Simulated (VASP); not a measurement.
Here is a VASP 6.6.1 calculation.

Contents of INCAR:

```
SYSTEM = LiF
ALGO = Normal
EDIFF = 1E-7
ENCUT = 520
GGA = PE
ISIF = 2
ISMEAR = -1
LASPH = .True.
LCHARG = .False.
LREAL = .False.
LWAVE = .False.
NBANDS = 12
NELM = 60
PREC = Accurate
SIGMA = 0.02
```

KPOINTS

```
k-points
0
Gamma
  10 10 10
  0 0 0
```

POSCAR

```
LiF
1.0
    0.0000000000      2.0347691723      2.0347691723
    2.0347691723      0.0000000000      2.0347691723
    2.0347691723      2.0347691723      0.0000000000
Li F
1 1
Direct
    0.0000000000      0.0000000000      0.0000000000
    0.5000000000      0.5000000000      0.5000000000
```

Potentials or basis: VASP PAW PBE potentials, release 64 (Li_sv, F).

The run is started by

```console
$ cat potpaw_PBE.64/Li_sv/POTCAR potpaw_PBE.64/F/POTCAR > POTCAR
$ mpirun -np 1 vasp_std > vasp.out
```

**Question.** What does it give for the band gap on the k mesh?

**Answer.** 8.82 eV, direct.

Caveat: the cell differs from its parent crystal (strain +2.0%). A k mesh can miss the band edges.
